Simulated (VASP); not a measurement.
# Si in VASP: notebook

The runs below take Si through single point, relaxation of cell and atoms, with PBE.

Everything below comes from runs of VASP 6.6.1. Logs are shortened: lines on timing, memory, paths and dates and some standing lists are left out, and cuts for length are marked.

**1. The cell of the first run**

Symmetry: P4/mmm, No. 123, tetragonal system. The conventional cell has a = 2.541 Å, b = 2.541 Å, c = 2.517 Å, α = 90.00°, β = 90.00°, γ = 90.00°. Si (site symmetry 4/mmm) has 6 Si at 2.52 to 2.54 Å within 3.3 Å.

The cell was generated, and may not be a known phase.

**2. Single point, PBE**

INCAR

```
PREC = Accurate ; ENCUT = 520
EDIFF = 1E-7 ; ISMEAR = 0
SIGMA = 0.1 ; LREAL = F
LASPH = T ; NELM = 100
ALGO = Normal ; ISIF = 2
LWAVE = F ; LCHARG = F
GGA = PE ; NBANDS = 16
```

KPOINTS

```
regular mesh
0
Gamma
  6 6 6
```

POSCAR

```
Si
1.0
   -1.7967568556      1.7967568556      5.0335121433
    1.7967568556     -1.7967568556      5.0335121433
    1.7967568556      1.7967568556     -5.0335121433
Si
4
Direct
    0.3750000000      0.8749948289     -0.0000051711
    0.6249948289      0.1250000000     -0.0000051711
    0.1250051711      0.6250000000      1.0000051711
    0.8750000000      0.3750051711      1.0000051711
```

Potentials or basis: VASP PAW PBE potentials, release 64 (Si).

Started as:

```bash
$ cat potpaw_PBE.64/Si/POTCAR > POTCAR
$ mpirun -np 1 vasp_std > vasp.out
```

OUTCAR:

```text
PREC = Accurate
   ENCUT = 520
   EDIFF = 1E-7
   ISMEAR = 0
   LREAL = F
   LASPH = T
   NELM = 100
   ISIF = 2
   GGA = PE

 ion  position               nearest neighbor table
   1  0.375  0.875  1.000-   2 2.52   3 2.52   4 2.54   4 2.54   4 2.54   4 2.54
   2  0.625  0.125  1.000-   1 2.52   4 2.52   3 2.54   3 2.54   3 2.54   3 2.54
   3  0.125  0.625  0.000-   1 2.52   4 2.52   2 2.54   2 2.54   2 2.54   2 2.54
   4  0.875  0.375  0.000-   2 2.52   3 2.52   1 2.54   1 2.54   1 2.54   1 2.54

  LATTYP: Found a body centered tetragonal cell.
 ALAT       =     3.5935137112
 C/A-ratio  =     2.8014431266

  Lattice vectors:

 A1 = (  -1.7967568556,   1.7967568556,   5.0335121433)
 A2 = (   1.7967568556,  -1.7967568556,   5.0335121433)
 A3 = (   1.7967568556,   1.7967568556,  -5.0335121433)

Analysis of symmetry for initial positions (statically):
=====================================================================
 Subroutine PRICEL returns:
 Original cell was already a primitive cell.

 Routine SETGRP: Setting up the symmetry group for a
 body centered tetragonal supercell.

 Subroutine GETGRP returns: Found  8 space group operations
 (whereof  4 operations were pure point group operations)
 out of a pool of 16 trial point group operations.

The static configuration has the point symmetry D_2 .
 The point group associated with its full space group is D_4 .

Analysis of symmetry for dynamics (positions and initial velocities):
=====================================================================
 Subroutine PRICEL returns:
 Original cell was already a primitive cell.

 Routine SETGRP: Setting up the symmetry group for a
 body centered tetragonal supercell.

 Subroutine GETGRP returns: Found  8 space group operations
 (whereof  4 operations were pure point group operations)
 out of a pool of 16 trial point group operations.

The dynamic configuration has the point symmetry D_2 .
 The point group associated with its full space group is D_4 .

 Subroutine INISYM returns: Found  8 space group operations
 (whereof  4 operations are pure point group operations),
 and found     1 'primitive' translations

----------------------------------------------------------------------------------------

                                     Primitive cell

  volume of cell :      64.9995

  direct lattice vectors                    reciprocal lattice vectors
    -1.796756856  1.796756856  5.033512143     0.000000000  0.278279166  0.099334219
     1.796756856 -1.796756856  5.033512143     0.278279166  0.000000000  0.099334219
     1.796756856  1.796756856 -5.033512143     0.278279166  0.278279166  0.000000000

  length of vectors
     5.638520630  5.638520630  5.638520630     0.295476872  0.295476872  0.393546171

  position of ions in fractional coordinates (direct lattice)
     0.375000000  0.874994829  0.999994829
     0.624994829  0.125000000  0.999994829
     0.125005171  0.625000000  0.000005171
     0.875000000  0.375005171  0.000005171

  ion indices of the primitive-cell ions
   primitive index   ion index
                 1           1
                 2           2
                 3           3
                 4           4

----------------------------------------------------------------------------------------

 KPOINTS: regular mesh

Automatic generation of k-mesh.
 Grid dimensions read from file:
 generate k-points for:    6    6    6

 Generating k-lattice:

  Cartesian coordinates                     Fractional coordinates (reciprocal lattice)
     0.000000000  0.046379861  0.016555703     0.166666667 -0.000000000  0.000000000
     0.046379861  0.000000000  0.016555703    -0.000000000  0.166666667  0.000000000
     0.046379861  0.046379861  0.000000000     0.000000000  0.000000000  0.166666667

  Length of vectors
     0.049246145  0.049246145  0.065591029

  Shift w.r.t. Gamma in fractional coordinates (k-lattice)
     0.000000000  0.000000000  0.000000000

 Subroutine IBZKPT returns following result:
 ===========================================

 Found     30 irreducible k-points:

 Following reciprocal coordinates:
            Coordinates               Weight
  0.000000  0.000000  0.000000      1.000000
  0.166667  0.000000 -0.000000      8.000000
  0.333333  0.000000 -0.000000      8.000000
  0.500000  0.000000 -0.000000      4.000000
  0.166667  0.166667 -0.000000      8.000000
  0.333333  0.166667 -0.000000     16.000000
[... 16 lines left out ...]
 -0.333333 -0.333333  0.166667      8.000000
 -0.166667 -0.333333  0.166667      8.000000
 [... further k-points ...]
   k-points           NKPTS =     30   k-points in BZ     NKDIM =     30   number of bands    NBANDS=     16
   number of dos      NEDOS =    301   number of ions     NIONS =      4
   total plane-waves  NPLWV =  74088
   dimension x,y,z NGX =    42 NGY =   42 NGZ =   42
   dimension x,y,z NGXF=    84 NGYF=   84 NGZF=   84
   ions per type =               4
   NGX,Y,Z   is equivalent  to a cutoff of  12.38, 12.38, 12.38 a.u.
   NGXF,Y,Z  is equivalent  to a cutoff of  24.77, 24.77, 24.77 a.u.
 SYSTEM =  unknown system
   PREC   = accura    normal or accurate (medium, high low for compatibility)
   ISTART =      0    job   : 0-new  1-cont  2-samecut
   ICHARG =      2    charge: 1-file 2-atom 10-const
   ISPIN  =      1    spin polarized calculation?
   LNONCOLLINEAR =      F non collinear calculations
   LSORBIT =      F    spin-orbit coupling
   LASPH  =      T    aspherical Exc in radial PAW
   ENCUT  =  520.0 eV  38.22 Ry    6.18 a.u.  10.48 10.48 10.48*2*pi/ulx,y,z
   NELM   =    100;   NELMIN=  2; NELMDL= -5     # of ELM steps
   EDIFF  = 0.1E-06   stopping-criterion for ELM
   LREAL  =      F    real-space projection
   EDIFFG = 0.1E-05   stopping-criterion for IOM
   NSW    =      0    number of steps for IOM
   IBRION =     -1    ionic relax: 0-MD 1-quasi-New 2-CG
   NFREE  =      0    steps in history (QN), initial steepest desc. (CG)
   ISIF   =      2    stress and relaxation
   ISYM   =      2    0-nonsym 1-usesym 2-fastsym
   POTIM  = 0.5000    time-step for ionic-motion
   TEBEG  =    0.0;   TEEND  =   0.0 temperature during run
   PSTRESS=    0.0 pullay stress
   NELECT =      16.0000    total number of electrons
   NUPDOWN=      -1.0000    fix difference up-down
   EMIN   =  10.00;   EMAX   =-10.00  energy-range for DOS
   EFERMI =   0.00;   METHOD = LEGACY
   ISMEAR =     0;   SIGMA  =   0.10  broadening in eV -4-tet -1-fermi 0-gaus
   EFERMI_NEDOS =   21; number of points for ismear=-14 and -15
   IALGO  =     38    algorithm
   IMIX   =      4    mixing-type and parameters
     AMIX     =   0.40;   BMIX     =  1.00
     AMIX_MAG =   1.60;   BMIX_MAG =  1.00
  volume/ion in A,a.u.               =      16.25       109.66
  Fermi-wavevector in a.u.,A,eV,Ry     =   1.025994  1.938848 14.322365  1.052664
  Thomas-Fermi vector in A             =   2.159864
   LORBIT       =      0    0 simple, 1 ext, 2 COOP (PROOUT), +10 PAW based schemes
   GGA     = PE    functional components
   LHFCALC =     F    Hartree Fock is set to
   AEXX    =    0.0000 exact exchange contribution
   IVDW    =     0    specifies the selected vdW correction
   LEPSILON=     F    determine dielectric tensor
   LRPA    =     F    only Hartree local field effects (RPA)
 non-spin polarized calculation
 Gauss-broadening in eV      SIGMA  =   0.10
  energy-cutoff  :      520.00
  volume of cell :       65.00
 maximum number of plane-waves:      1767
 NGX is ok and might be reduce to    42

 number of electron      16.0000000 magnetization

 Free energy of the ion-electron system (eV)
  ---------------------------------------------------
  ext. energy  EPLUGINS =         0.00000000
  ---------------------------------------------------
  free energy    TOTEN  =       -20.24911305 eV

  energy without entropy =      -20.23561492  energy(sigma->0) =      -20.24236399

 E-fermi :   8.1803     XC(G=0): -10.6040

 val. band max:        8.1714142714   @ k =  -0.3333   0.5000   0.1667
 cond. band min:       8.2184482676   @ k =   0.5000   0.0000  -0.0000
 fundamental gap:      0.0470339963
 Fermi energy:         8.1802655807

 k-point     1 :       0.0000    0.0000    0.0000
  band No.  band energies     occupation
      1      -4.9413      2.00000
      2      -0.2504      2.00000
      3       1.7290      2.00000
      4       5.9242      2.00000
      5       5.9242      2.00000
      6       6.5280      2.00000
[... 8 lines left out ...]
     15      15.7486      0.00000
     16      16.1621      0.00000

 k-point     2 :       0.1667    0.0000   -0.0000
  band No.  band energies     occupation
      1      -4.5972      2.00000
      2      -0.2728      2.00000
      3       2.4065      2.00000
      4       3.2527      2.00000
      5       4.1300      2.00000
      6       6.4528      2.00000
[... 8 lines left out ...]
     15      15.5902      0.00000
     16      15.6540      0.00000

 k-point     3 :       0.3333    0.0000   -0.0000
  band No.  band energies     occupation
      1      -3.5706      2.00000
      2      -0.0036      2.00000
      3       0.4317      2.00000
      4       2.2198      2.00000
      5       4.0782      2.00000
      6       7.0144      2.00000
[... 8 lines left out ...]
     15      15.1025      0.00000
     16      15.6138      0.00000

 k-point     4 :       0.5000    0.0000   -0.0000
  band No.  band energies     occupation
      1      -1.8802      2.00000
      2      -1.8801      2.00000
      3       0.8152      2.00000
      4       0.8153      2.00000
      5       6.3682      2.00000
      6       6.3682      2.00000
[... 8 lines left out ...]
     15      14.9043      0.00000
     16      14.9043      0.00000
[... 324 lines left out ...]
 k-point    22 :      -0.1667    0.5000    0.1667
  band No.  band energies     occupation
      1      -3.1064      2.00000
      2      -1.2862      2.00000
      3      -0.0245      2.00000
      4       3.4887      2.00000
      5       6.1623      2.00000
      6       6.6080      2.00000
[... 8 lines left out ...]
     15      14.4231      0.00000
     16      15.1649      0.00000

 k-point    23 :      -0.3333   -0.3333    0.1667
  band No.  band energies     occupation
      1      -3.7118      2.00000
      2      -1.8874      2.00000
      3       2.1418      2.00000
      4       3.9879      2.00000
      5       5.6324      2.00000
      6       5.6775      2.00000
[... 8 lines left out ...]
     15      13.7212      0.00000
     16      15.4903      0.00000

 k-point    24 :      -0.1667   -0.3333    0.1667
  band No.  band energies     occupation
      1      -4.2858      2.00000
      2      -1.5659      2.00000
      3       2.6581      2.00000
      4       4.2601      2.00000
      5       5.2623      2.00000
      6       5.9139      2.00000
[... 8 lines left out ...]
     15      14.8402      0.00000
     16      14.9051      0.00000

 [... further k-points ...]

------------------------ aborting loop because EDIFF is reached ----------------------------------------

  FORCE on cell =-STRESS in cart. coord.  units (eV):
  Direction    XX          YY          ZZ          XY          YZ          ZX
  --------------------------------------------------------------------------------------
  -------------------------------------------------------------------------------------
  Total       -0.0055961     -0.0055961     -0.0204411      0.0000000      0.0000000      0.0000000
  in kB       -0.1379382     -0.1379382     -0.5038549      0.0000000      0.0000000      0.0000000
  external PRESSURE =      -0.2599104 kB  Pullay stress =       0.0000000 kB

 VOLUME and BASIS-vectors are now :
 -----------------------------------------------------------------------------
  energy-cutoff  :      520.00
  volume of cell :       65.00
      direct lattice vectors                 reciprocal lattice vectors
    -1.796756856  1.796756856  5.033512143     0.000000000  0.278279166  0.099334219
     1.796756856 -1.796756856  5.033512143     0.278279166  0.000000000  0.099334219
     1.796756856  1.796756856 -5.033512143     0.278279166  0.278279166  0.000000000

 POSITION                                       TOTAL-FORCE (eV/Angst)
 -----------------------------------------------------------------------------------
      2.69512      0.89838      1.25838         0.000065      0.000000     -0.000000
      0.89838      2.69512     -1.25838         0.000000      0.000065     -0.000000
      0.89838     -0.89836      3.77513         0.000000     -0.000065      0.000000
     -0.89836      0.89838      6.29189        -0.000065      0.000000      0.000000
 -----------------------------------------------------------------------------------
    total drift:                               -0.000000     -0.000000      0.000000

  FREE ENERGIE OF THE ION-ELECTRON SYSTEM (eV)
  ---------------------------------------------------
  free  energy   TOTEN  =       -20.2491130536 eV

  energy  without entropy=      -20.2356149232  energy(sigma->0) =      -20.24236399
```

Wall time 91 s (1 thread of AMD EPYC 7R13, shared host); peak memory 0.23 GiB.

What came out:

```yaml
Free_energy: -20.2491 eV
Pressure: 0.0 GPa
Band_gap_on_the_k_mesh: zero (bands 8 and 9 overlap by 4.37 eV)
```

**3. Single point, PBE**

This run uses another cell than the first one: it holds 8 atoms, not 4.

INCAR

```
SYSTEM = Si
PREC = Accurate
ENCUT = 520
EDIFF = 1E-7
ISMEAR = 0
SIGMA = 0.2
LREAL = .False.
LASPH = .True.
NELM = 80
ALGO = Normal
ISIF = 2
LWAVE = .False.
LCHARG = .False.
GGA = PE
NBANDS = 26
```

KPOINTS

```
regular mesh
0
Gamma
  4 4 4
  0 0 0
```

POSCAR

```
Si
1.0
    5.0649289360      0.0000000000      0.0000000000
    0.0000000000      5.0649289360      0.0000000000
    0.0000000000      0.0000000000      5.0649289360
Si
8
Direct
    0.2500000000      0.2500000000      0.2500000000
    0.2500000000      0.2500000000      0.7500000000
    0.2500000000      0.7500000000      0.2500000000
    0.2500000000      0.7500000000      0.7500000000
    0.7500000000      0.2500000000      0.2500000000
    0.7500000000      0.2500000000      0.7500000000
    0.7500000000      0.7500000000      0.2500000000
    0.7500000000      0.7500000000      0.7500000000
```

Potentials or basis: VASP PAW PBE potentials, release 64 (Si).

Started as:

```bash
$ cat potpaw_PBE.64/Si/POTCAR > POTCAR
$ mpirun -np 1 vasp_std > vasp.out
```

Run time: 46 s. Hardware: 1 thread of AMD EPYC 7R13, shared host; peak memory 0.23 GiB.

It converged, with:

- Free energy: -40.1264 eV
- Pressure: 0.2 GPa
- Band gap on the k mesh: zero (bands 16 and 17 overlap by 1.71 eV)

Levels at points of the mesh, in eV from the Fermi level:
```
           k point  band 14  band 15  band 16  band 17  band 18  band 19
(0.00, 0.00, 0.00)    -2.76    -2.76    -2.76     0.65     0.65     0.65
(0.50, 0.00, 0.00)    -1.57    -1.57    -1.57    -0.69    -0.69     2.90
(0.50, 0.50, 0.00)    -0.15    -0.15    -0.15     1.43     1.43     1.43
(0.50, 0.50, 0.50)     1.02     1.02     1.02     1.02     1.02     1.02
```

**4. Single point, PBE**

This run uses another cell than the first one: it holds 1 atom, not 4.

INCAR

```
PREC = Accurate
ENCUT = 520
EDIFF = 1E-7
ISMEAR = 0
SIGMA = 0.1
LREAL = F
LASPH = T
NELM = 80
ALGO = Normal
ISIF = 2
LWAVE = F
LCHARG = F
GGA = PE
NBANDS = 8
```

KPOINTS

```
Automatic mesh
0
Gamma
  22 22 22
```

POSCAR

```
Si
1.0
    2.5324644680      0.0000000000      0.0000000000
    0.0000000000      2.5324644680      0.0000000000
    0.0000000000      0.0000000000      2.5324644680
Si
1
Direct
    0.5000000000      0.5000000000      0.5000000000
```

Started as:

```bash
$ cat potpaw_PBE.64/Si/POTCAR > POTCAR
$ mpirun -np 1 vasp_std > vasp.out
```

Run time: 44 s. Hardware: 1 thread of AMD EPYC 7R13, shared host; peak memory 0.15 GiB.

The run converged. Its results:

| Property | Result |
| --- | --- |
| Free energy | -5.0734 eV |
| Pressure | -0.1 GPa |
| Band gap on the k mesh | zero (bands 2 and 3 overlap by 10.31 eV) |

Levels at points of the mesh, in eV from the Fermi level:
```csv
k point,band 1,band 2,band 3,band 4,band 5,band 6,band 7
"(0.00, 0.00, 0.00)",-13.21,7.40,7.40,7.62,7.62,7.62,15.60
"(0.50, 0.00, 0.00)",-8.63,-6.55,10.01,10.99,10.99,14.52,14.52
"(0.50, 0.50, 0.00)",-3.53,-2.91,-2.91,1.47,14.24,17.14,17.14
"(0.50, 0.50, 0.50)",0.50,0.50,0.50,3.46,5.10,5.10,5.10
```

**5. Relaxation of cell and atoms, PBE**

This run uses another cell than the first one: it holds 1 atom, not 4.

INCAR

```
SYSTEM = Si
  PREC = Accurate
  ENCUT = 600
  EDIFF = 1E-6
  ISMEAR = 0
  SIGMA = 0.1
  LREAL = .FALSE.
  LASPH = .TRUE.
  NELM = 60
  ALGO = Normal
  ISIF = 3
  LWAVE = .FALSE.
  LCHARG = .FALSE.
  GGA = PE
  IBRION = 2
  NSW = 100
  EDIFFG = -0.01
```

KPOINTS

```
regular mesh
0
G
  22 22 22
  0 0 0
```

POSCAR

```
Si
1.0
    2.5329172995      0.0000000000      0.0000000000
    0.0000000000      2.5329172995      0.0000000000
    0.0000000000      0.0000000000      2.5329172995
Si
1
Direct
    0.5000000000      0.5000000000      0.5000000000
```

Started as:

```bash
$ cat potpaw_PBE.64/Si/POTCAR > POTCAR
$ mpirun -np 1 vasp_std > vasp.out
```

It took 31 s on 1 thread of AMD EPYC 7R13, shared host; peak memory 0.15 GiB.

The run converged. Its results:

| Property | Result |
| --- | --- |
| Free energy | -5.0734 eV |
| Relaxed volume | 16.23 Å³/atom |
| Relaxed cell | a = 2.532 Å, b = 2.532 Å, c = 2.532 Å, α = 90.00°, β = 90.00°, γ = 90.00° |
| Space group after relaxing (to 0.1 Å) | Pm-3m (No. 221) |
| Energy gained by relaxing | 0.0 meV/atom |
| Ionic steps | 2 |
| Pressure after relaxing | 0.1 GPa |
| Band gap on the k mesh | zero (bands 2 and 3 overlap by 10.31 eV) |

Final structure:
```
Si
1.0
     2.53160    0.00000    0.00000
     0.00000    2.53160    0.00000
     0.00000    0.00000    2.53160
Si
1
Direct
  0.50000 0.50000 0.50000
```

Levels at points of the mesh, in eV from the Fermi level:
| k point | band 1 | band 2 | band 3 | band 4 | band 5 | band 6 |
| --- | --- | --- | --- | --- | --- | --- |
| (0.00, 0.00, 0.00) | -13.22 | 7.40 | 7.40 | 7.63 | 7.63 | 7.63 |
| (0.50, 0.00, 0.00) | -8.64 | -6.55 | 10.02 | 11.00 | 11.00 | 14.53 |
| (0.50, 0.50, 0.00) | -3.53 | -2.91 | -2.91 | 1.46 | 14.25 | 17.14 |
| (0.50, 0.50, 0.50) | 0.50 | 0.50 | 0.50 | 3.48 | 5.09 | 5.09 |

**6. The runs side by side**

| task | cell | k mesh | cutoff (eV) | smearing | gap on the mesh (eV) | pressure (GPa) |
| --- | --- | --- | --- | --- | --- | --- |
| single point | a = 5.639 Å, angles 142.8, 142.8, 53.6°, 4 atoms, atomic positions A | 6 × 6 × 6 | 520 | gaussian 0.1 eV | none | 0.0 |
| single point | a = 5.065 Å, 8 atoms, atomic positions B | 4 × 4 × 4 | 520 | gaussian 0.2 eV | none | 0.2 |
| single point | a = 2.532 Å, 1 atom, atomic positions C | 22 × 22 × 22 | 520 | gaussian 0.1 eV | none | -0.1 |
| relaxation of cell and atoms | relaxed from a = 2.533 Å, 1 atom, atomic positions C | 22 × 22 × 22 | 600 | gaussian 0.1 eV | none | 0.1 |

Alike in all rows: level PBE; potentials or basis VASP PAW PBE potentials, release 64 (Si); no spin polarisation.

Total energies depend on the potentials used, so only differences within one code and one set of settings carry meaning.

The gap in the log of VASP goes by the Fermi energy; the results here count the filled bands.